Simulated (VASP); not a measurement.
## MgCdS4: single point with PBE

The system is MgCdS4.

```
CELL_PARAMETERS angstrom
6.01761 0.00000 0.00000
0.00000 6.01761 0.00000
0.00000 0.00000 3.83764
ATOMIC_POSITIONS crystal
Mg 0.00000 0.00000 0.50000
Cd 0.50000 0.50000 0.50000
S 0.67353 0.00000 0.00000
S 0.32647 0.00000 0.00000
S 0.00000 0.32647 0.00000
S 0.00000 0.67353 0.00000
```

The cell was generated, and may not be a known phase.

- Program: VASP 6.6.1
- Task: single point
- Functional: PBE
- Potentials or basis: VASP PAW PBE potentials, release 64 (Mg_sv, Cd_sv_GW, S)
- Cutoff: 840 eV
- k mesh: 6 × 6 × 10
- Occupations: gaussian, width 0.1 eV
- Spin: no spin polarisation

- Pressure: -0.2 GPa
- Largest force: 0.109 eV/Å
- Band gap on the k mesh: zero (bands 27 and 28 overlap by 0.60 eV)

Forces on the atoms (eV/Å):
```
Mg   0.000  0.000  0.000
Cd   0.000  0.000  0.000
S   -0.109  0.000  0.000
S    0.109  0.000  0.000
S    0.000  0.109  0.000
S    0.000 -0.109  0.000
```

Stress tensor (GPa, compression positive):
```
-0.29  0.00  0.00
 0.00 -0.29  0.00
 0.00  0.00 -0.09
```

Levels at points of the mesh, in eV from the Fermi level:
| k point | band 23 | band 24 | band 25 | band 26 | band 27 | band 28 | band 29 | band 30 | band 31 | band 32 |
| --- | --- | --- | --- | --- | --- | --- | --- | --- | --- | --- |
| (0.00, 0.00, 0.00) | -2.81 | -2.30 | -1.98 | -0.71 | -0.71 | 1.78 | 2.07 | 2.07 | 2.56 | 4.82 |
| (0.50, 0.00, 0.00) | -2.94 | -1.05 | -0.71 | -0.56 | -0.49 | -0.08 | 1.38 | 2.07 | 2.73 | 4.60 |
| (0.50, 0.50, 0.00) | -2.05 | -1.98 | -1.41 | -0.43 | -0.39 | -0.39 | 0.47 | 3.04 | 3.04 | 3.22 |
| (0.00, 0.00, 0.50) | -3.07 | -2.63 | -2.55 | -2.55 | 0.14 | 1.72 | 1.88 | 2.39 | 2.39 | 2.42 |
| (0.50, 0.00, 0.50) | -2.91 | -2.47 | -2.29 | -0.84 | 0.07 | 0.12 | 1.95 | 2.91 | 2.95 | 3.02 |
| (0.50, 0.50, 0.50) | -4.43 | -1.91 | -0.86 | -0.83 | -0.72 | -0.05 | -0.05 | 3.16 | 5.05 | 5.05 |

Run time: 5.1 min on 1 thread of Intel(R) Xeon(R) 6975P-C (Granite Rapids), on a shared host, peak memory 0.81 GiB.

Caveat: semilocal functionals underestimate gaps, and a narrow one can read as zero.
